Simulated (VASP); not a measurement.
A run of VASP 6.6.1 is set up as follows.

Contents of INCAR:

```
SYSTEM = TiN
ALGO = Normal ; DIPOL = 0.5 0.5 0.500
EDIFF = 1E-7 ; EDIFFG = -0.02
ENCUT = 520 ; IBRION = 2
IDIPOL = 3 ; ISIF = 2
ISMEAR = 0 ; KPAR = 4
LASPH = .TRUE. ; LCHARG = .FALSE.
LDIPOL = .TRUE. ; LREAL = .FALSE.
LWAVE = .FALSE. ; NELM = 80
NSW = 80 ; PREC = Accurate
SIGMA = 0.1
```

The input KPOINTS:

```
k-points
0
G
  12 12 1
  0 0 0
```

POSCAR

```
TiN
1.0
    2.9496626303      0.0000000000      0.0000000000
    0.0000000000      2.9496626303      0.0000000000
    0.0000000000      0.0000000000     27.5143586884
Ti N
7 7
Direct
    0.5000000000      0.5000000000      0.2725849468
    0.0000000000      0.0000000000      0.3483899645
    0.5000000000      0.5000000000      0.4241949823
    0.0000000000      0.0000000000      0.5000000000
    0.5000000000      0.5000000000      0.5758050177
    0.0000000000      0.0000000000      0.6516100355
    0.5000000000      0.5000000000      0.7274150532
    0.0000000000      0.0000000000      0.2725849468
    0.5000000000      0.5000000000      0.3483899645
    0.0000000000      0.0000000000      0.4241949823
    0.5000000000      0.5000000000      0.5000000000
    0.0000000000      0.0000000000      0.5758050177
    0.5000000000      0.5000000000      0.6516100355
    0.0000000000      0.0000000000      0.7274150532
```

Potentials or basis: VASP PAW LDA potentials, release 64 (Ti_sv, N).

Launch:

```console
$ cat potpaw_LDA.64/Ti_sv/POTCAR potpaw_LDA.64/N/POTCAR > POTCAR
$ mpirun -np 4 vasp_std > vasp.out
```

Problem. Estimate the band gap on the k mesh.

Solution. Zero (an odd number of electrons rules out a gap without spin polarisation).

Problem. What does it give for the energy gained by relaxing?

Solution. 22.7 meV/atom.

Forces in eV/Å, atoms in the order of the input:
```
Ti   0.000  0.000  0.013
Ti   0.000  0.000 -0.001
Ti   0.000  0.000  0.019
Ti   0.000  0.000  0.000
Ti   0.000  0.000 -0.019
Ti   0.000  0.000  0.001
Ti   0.000  0.000 -0.013
N    0.000  0.000  0.007
N    0.000  0.000  0.014
N    0.000  0.000  0.006
N    0.000  0.000  0.000
N    0.000  0.000 -0.006
N    0.000  0.000 -0.014
N    0.000  0.000 -0.007
```

Caveat: an odd number of electrons without spin polarisation forces a metal; a magnetic or distorted state may lie lower.
